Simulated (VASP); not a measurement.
KNaICl, 4 atoms in the cell. The structure is tetragonal, space group P4/mmm (No. 123). Conventional cell: a = 4.375 Å, b = 4.375 Å, c = 6.819 Å, α = 90.00°, β = 90.00°, γ = 90.00°. Within 4.1 Å of K (site symmetry 4/mmm) lie 4 Cl at 3.09 Å and 2 I at 3.41 Å. Na (site symmetry 4/mmm) has 4 I at 3.09 Å and 2 Cl at 3.41 Å within 4.1 Å. Within 4.1 Å of I (site symmetry 4/mmm) lie 4 Na at 3.09 Å and 2 K at 3.41 Å. Within 4.1 Å of Cl (site symmetry 4/mmm) lie 4 K at 3.09 Å and 2 Na at 3.41 Å.  This cell differs from its parent crystal: strain -0.030 along x and y, +0.000 along z.

| Quantity | Value |
| --- | --- |
| Program | VASP 6.6.1 |
| Task | single point |
| Functional | PBEsol |
| Potentials or basis | VASP PAW PBE potentials, release 64 (K_sv, Na_pv, I, Cl) |
| Cutoff | 520 eV |
| k mesh | 6 × 6 × 4 |
| Occupations | gaussian, width 0.05 eV |
| Spin | no spin polarisation |
| Dipole correction | no |
| Further INCAR settings | ALGO = Normal; EDIFF = 1e-06; NBANDS = 23 |

Potentials or basis: VASP PAW PBE potentials, release 64 (K_sv, Na_pv, I, Cl).

Command:

```bash
$ cat potpaw_PBE.64/K_sv/POTCAR potpaw_PBE.64/Na_pv/POTCAR potpaw_PBE.64/I/POTCAR potpaw_PBE.64/Cl/POTCAR > POTCAR
$ mpirun -np 1 vasp_std > vasp.out
```

Hardware: 1 thread of Intel Xeon 8259CL, on a shared host.

**Question.** How long does it take, and how much memory?

**Answer.** Run time: 2.5 min on 1 thread of Intel Xeon 8259CL, on a shared host, peak memory 0.31 GiB. Counts: scf iterations 14, k points 30.
